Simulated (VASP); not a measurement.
# Al (Fm-3m) in VASP: further runs

The runs below take Al through single point, with PBEsol.

All numbers are computed with VASP 6.6.1; they aren't measurements. Logs are shortened: lines on timing, memory, paths and dates and some standing lists are left out, and cuts for length are marked.

## (1) The cell of the first run

It takes space group Fm-3m (No. 225, cubic). Conventional cell: a = 4.050 Å, b = 4.050 Å, c = 4.050 Å, α = 90.00°, β = 90.00°, γ = 90.00°. Al (site symmetry m-3m) has 12 Al at 2.86 Å within 3.8 Å.

## (2) Single point, PBEsol

INCAR reads:

```
ALGO = Fast
EDIFF = 1E-6
ENCUT = 520
GGA = PS
ISIF = 2
ISMEAR = 0
LASPH = T
LCHARG = T
LELF = T
LREAL = F
LVHAR = T
LWAVE = F
NBANDS = 8
NELM = 100
PREC = Accurate
SIGMA = 0.1
```

KPOINTS reads:

```
k-points
0
Gamma
  8 8 8
```

POSCAR reads:

```
Al
1.0
    0.0000000000      2.0248050000      2.0248050000
    2.0248050000      0.0000000000      2.0248050000
    2.0248050000      2.0248050000      0.0000000000
Al
1
Direct
    0.0000000000      0.0000000000      0.0000000000
```

Potentials or basis: VASP PAW PBE potentials, release 64 (Al).

On the command line:

```bash
$ cat potpaw_PBE.64/Al/POTCAR > POTCAR
$ mpirun -np 1 vasp_std > vasp.out
```

OUTCAR:

```text
EDIFF = 1E-6
   ENCUT = 520
   GGA = PS
   ISIF = 2
   ISMEAR = 0
   LASPH = T
   LREAL = F
   NELM = 100
   PREC = Accurate

 ion  position               nearest neighbor table
   1  0.000  0.000  0.000-

  LATTYP: Found a face centered cubic cell.
 ALAT       =     4.0496100000

  Lattice vectors:

 A1 = (   0.0000000000,   2.0248050000,   2.0248050000)
 A2 = (   2.0248050000,   0.0000000000,   2.0248050000)
 A3 = (   2.0248050000,   2.0248050000,   0.0000000000)

Analysis of symmetry for initial positions (statically):
=====================================================================
 Subroutine PRICEL returns:
 Original cell was already a primitive cell.

 Routine SETGRP: Setting up the symmetry group for a
 face centered cubic supercell.

 Subroutine GETGRP returns: Found 48 space group operations
 (whereof 48 operations were pure point group operations)
 out of a pool of 48 trial point group operations.

The static configuration has the point symmetry O_h .

Analysis of symmetry for dynamics (positions and initial velocities):
=====================================================================
 Subroutine PRICEL returns:
 Original cell was already a primitive cell.

 Routine SETGRP: Setting up the symmetry group for a
 face centered cubic supercell.

 Subroutine GETGRP returns: Found 48 space group operations
 (whereof 48 operations were pure point group operations)
 out of a pool of 48 trial point group operations.

The dynamic configuration has the point symmetry O_h .

 Subroutine INISYM returns: Found 48 space group operations
 (whereof 48 operations are pure point group operations),
 and found     1 'primitive' translations

----------------------------------------------------------------------------------------

                                     Primitive cell

  volume of cell :      16.6027

  direct lattice vectors                    reciprocal lattice vectors
     0.000000000  2.024805000  2.024805000    -0.246937359  0.246937359  0.246937359
     2.024805000  0.000000000  2.024805000     0.246937359 -0.246937359  0.246937359
     2.024805000  2.024805000  0.000000000     0.246937359  0.246937359 -0.246937359

  length of vectors
     2.863506692  2.863506692  2.863506692     0.427708053  0.427708053  0.427708053

  position of ions in fractional coordinates (direct lattice)
     0.000000000  0.000000000  0.000000000

  ion indices of the primitive-cell ions
   primitive index   ion index
                 1           1

[... 72 lines left out ...]
   LREAL  =      F    real-space projection
   EDIFFG = 0.1E-04   stopping-criterion for IOM
   NSW    =      0    number of steps for IOM
   IBRION =     -1    ionic relax: 0-MD 1-quasi-New 2-CG
   NFREE  =      0    steps in history (QN), initial steepest desc. (CG)
   ISIF   =      2    stress and relaxation
   ISYM   =      2    0-nonsym 1-usesym 2-fastsym
   POTIM  = 0.5000    time-step for ionic-motion
   TEBEG  =    0.0;   TEEND  =   0.0 temperature during run
   PSTRESS=    0.0 pullay stress
   NELECT =       3.0000    total number of electrons
   NUPDOWN=      -1.0000    fix difference up-down
   EMIN   =  10.00;   EMAX   =-10.00  energy-range for DOS
   EFERMI =   0.00;   METHOD = LEGACY
   ISMEAR =     0;   SIGMA  =   0.10  broadening in eV -4-tet -1-fermi 0-gaus
   EFERMI_NEDOS =   21; number of points for ismear=-14 and -15
   IALGO  =     68    algorithm
   IMIX   =      4    mixing-type and parameters
     AMIX     =   0.40;   BMIX     =  1.00
     AMIX_MAG =   1.60;   BMIX_MAG =  1.00
  volume/ion in A,a.u.               =      16.60       112.04
  Fermi-wavevector in a.u.,A,eV,Ry     =   0.925526  1.748991 11.654733  0.856599
  Thomas-Fermi vector in A             =   2.051390
   LORBIT       =      0    0 simple, 1 ext, 2 COOP (PROOUT), +10 PAW based schemes
   GGA     = PS    functional components
   LHFCALC =     F    Hartree Fock is set to
   AEXX    =    0.0000 exact exchange contribution
   IVDW    =     0    specifies the selected vdW correction
   LEPSILON=     F    determine dielectric tensor
   LRPA    =     F    only Hartree local field effects (RPA)
 non-spin polarized calculation
 RMM-DIIS sequential band-by-band and
 Gauss-broadening in eV      SIGMA  =   0.10
  energy-cutoff  :      520.00
  volume of cell :       16.60
 maximum number of plane-waves:       459
 NGX is ok and might be reduce to    24
   NGX = 11   NGY = 11   NGZ = 11

 number of electron       3.0000000 magnetization

 Free energy of the ion-electron system (eV)
  ---------------------------------------------------
  ext. energy  EPLUGINS =         0.00000000
  ---------------------------------------------------
  free energy    TOTEN  =        -4.08504128 eV

  energy without entropy =       -4.08191219  energy(sigma->0) =       -4.08347673

 E-fermi :   7.9431     XC(G=0): -10.2334

 val. band max:        7.5688897214   @ k =  -0.2500   0.3750   0.1250
 cond. band min:       8.0202558318   @ k =   0.5000   0.2500   0.1250
 fundamental gap:      0.4513661104
 Fermi energy:         7.9430858512

 k-point     1 :       0.0000    0.0000    0.0000
  band No.  band energies     occupation
      1      -3.2006      2.00000
      2      20.4484      0.00000
      3      20.4484      0.00000
      4      20.4484      0.00000
      5      21.8924      0.00000
      6      21.8924      0.00000
      7      21.8924      0.00000
      8      24.3281      0.00000
[... 243 lines left out ...]
 k-point    24 :      -0.3750    0.2500    0.1250
  band No.  band energies     occupation
      1       4.3578      2.00000
      2       4.6090      2.00000
      3      12.8321      0.00000
      4      13.2997      0.00000
      5      21.1112      0.00000
      6      21.5451      0.00000
      7      28.0734      0.00000
      8      28.3791      0.00000

 [... further k-points ...]
[... 5 lines left out ...]
  --------------------------------------------------------------------------------------
  -------------------------------------------------------------------------------------
  Total       -0.1937371     -0.1937371     -0.1937371      0.0000000     -0.0000000      0.0000000
  in kB      -18.6957900    -18.6957900    -18.6957900      0.0000000     -0.0000000      0.0000000
  external PRESSURE =     -18.6957900 kB  Pullay stress =       0.0000000 kB

 VOLUME and BASIS-vectors are now :
 -----------------------------------------------------------------------------
  energy-cutoff  :      520.00
  volume of cell :       16.60
      direct lattice vectors                 reciprocal lattice vectors
     0.000000000  2.024805000  2.024805000    -0.246937359  0.246937359  0.246937359
     2.024805000  0.000000000  2.024805000     0.246937359 -0.246937359  0.246937359
     2.024805000  2.024805000  0.000000000     0.246937359  0.246937359 -0.246937359

 POSITION                                       TOTAL-FORCE (eV/Angst)
 -----------------------------------------------------------------------------------
      0.00000      0.00000      0.00000        -0.000000      0.000000     -0.000000
 -----------------------------------------------------------------------------------
    total drift:                                0.000000     -0.000000     -0.000000

  FREE ENERGIE OF THE ION-ELECTRON SYSTEM (eV)
  ---------------------------------------------------
  free  energy   TOTEN  =        -4.0850412806 eV

  energy  without entropy=       -4.0819121856  energy(sigma->0) =       -4.08347673
```

Wall time 2.3 s (1 thread of Intel Xeon Platinum 8559C (Emerald Rapids), shared host); peak memory 0.12 GiB.

Results:

```yaml
Free_energy: -4.0850 eV
Pressure: -1.9 GPa
```

Caveat: the PAW data sets were made with another functional, which shifts forces and pressure a little.

## (3) Single point, PBEsol

This run uses another cell than the first one, of 16.19 Å³/atom, 0.975 times its volume.

INCAR reads:

```
PREC     = Accurate       # precision mode
ENCUT    = 520            # plane-wave cutoff, eV
EDIFF    = 1E-7           # SCF threshold, eV
ISMEAR   = 0              # smearing method
SIGMA    = 0.1            # smearing width, eV
LREAL    = False          # projectors in reciprocal space
LASPH    = True           # aspherical terms in the spheres
NELM     = 60             # most SCF steps
ALGO     = Normal         # electronic algorithm
ISIF     = 2              # what is computed and relaxed
LWAVE    = False          # write WAVECAR
LCHARG   = False          # write CHGCAR
GGA      = PS             # functional
NBANDS   = 8              # bands
```

KPOINTS reads:

```
regular mesh
0
Gamma
  18 18 18
```

POSCAR reads:

```
Al
1.0
    0.0000000000      2.0077938129      2.0077938129
    2.0077938129      0.0000000000      2.0077938129
    2.0077938129      2.0077938129      0.0000000000
Al
1
Direct
    0.0000000000      0.0000000000      0.0000000000
```

Potentials or basis: VASP PAW PBE potentials, release 64 (Al).

On the command line:

```bash
$ cat potpaw_PBE.64/Al/POTCAR > POTCAR
$ mpirun -np 1 vasp_std > vasp.out
```

It took 8 s on 1 thread of Intel Xeon Platinum 8559C (Emerald Rapids), shared host; peak memory 0.14 GiB.

Results (log left out):

| Item | Value |
| --- | --- |
| Free energy | -4.0907 eV |
| Pressure | 0.0 GPa |

Levels at points of the mesh, in eV from the Fermi level:
| k point | band 1 | band 2 | band 3 | band 4 | band 5 | band 6 |
| --- | --- | --- | --- | --- | --- | --- |
| (0.00, 0.00, 0.00) | -11.25 | 12.71 | 12.71 | 12.71 | 14.35 | 14.35 |
| (0.50, 0.00, 0.00) | -4.66 | -4.39 | 11.53 | 11.53 | 11.61 | 11.61 |
| (0.50, 0.50, 0.00) | -2.96 | -1.60 | 5.27 | 5.69 | 5.69 | 9.24 |

Caveat: the PAW data sets were made with another functional, which shifts forces and pressure a little.
